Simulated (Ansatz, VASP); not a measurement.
One calculation of SiSn4, two programs

The input INCAR:

```
  PREC = Accurate
  ENCUT = 600
  EDIFF = 1E-7
  ISMEAR = 0
  SIGMA = 0.1
  LREAL = False
  LASPH = True
  NELM = 80
  ALGO = Fast
  ISIF = 3
  LWAVE = False
  LCHARG = False
  GGA = PE
  IBRION = 2
  NSW = 90
  EDIFFG = -0.04
```

Contents of KPOINTS:

```
regular mesh
0
Gamma
  4 4 4
```

Contents of POSCAR:

```
SiSn4
1.0
    5.4907127409      0.0000000000      0.0000000000
    0.0000000000      3.8778870729      0.0000000000
   -0.0807215378      0.0000000000      6.2470660061
Si Sn
1 4
Direct
    0.5000000000      0.5000000000      0.5000000000
    0.7478415548      0.5000000000      0.1175883989
    0.1946309791      0.0000000000      0.3118938533
    0.8053690209      0.0000000000      0.6881061467
    0.2521584452      0.5000000000      0.8824116011
```

Input for Ansatz:

```yaml
crystal:
  lattice:
    - [5.4907127409, 0.0, 0.0]
    - [0.0, 3.8778870729, 0.0]
    - [-0.0807215378, 0.0, 6.2470660061]
  atoms:
    - { symbol: Si, position: [0.5, 0.5, 0.5] }
    - { symbol: Sn, position: [0.7478415548, 0.5, 0.1175883989] }
    - { symbol: Sn, position: [0.1946309791, 0.0, 0.3118938533] }
    - { symbol: Sn, position: [0.8053690209, 0.0, 0.6881061467] }
    - { symbol: Sn, position: [0.2521584452, 0.5, 0.8824116011] }
basis:
  ecutwfc: 420
kpoints:
  mp_grid: { grid: [4, 4, 4] }
hamiltonian:
  xc: pbe
scf:
  occupations: { method: gaussian, width: 0.1 }
  lower_state_search: "off"
output:
  forces: true
  stress: true
  eigenvalues: true
relax:
  adjacent_minimum: "off"
  f_tol: 0.04
  max_steps: 70
  cell: { stress_tol: 0.4 }
```

Change from the starting cell: the structure that the rattled cell fell into.

Alike in both runs: task relaxation of cell and atoms; functional PBE; k mesh 4 × 4 × 4; occupations gaussian, width 0.1 eV; no spin polarisation.

```csv
,VASP,Ansatz
version,VASP 6.6.1,Ansatz 0.2.0
potentials or method,"VASP PAW PBE potentials, release 64 (Si, Sn_d), cutoff 600 eV","scalar-relativistic, plane waves, PAW"
valence electrons in the cell,60,60
```

Ansatz gave:

```
gap on the k mesh at the Fermi level, each at its own relaxed structure (eV) : none
relaxed volume (Å³/atom)                                                     : 26.49
relaxed cell length with the largest relative difference (Å)                 : 5.362
```

**Question.** Estimate VASP's values.

**Answer.** gap on the k mesh at the Fermi level, each at its own relaxed structure (eV): none; relaxed volume (Å³/atom): 26.56; relaxed cell length with the largest relative difference (Å): 5.380.

A gap of «none» marks a metal or a gap that the smearing closes.

The k mesh is coarse, so the values compare programs but aren't converged.
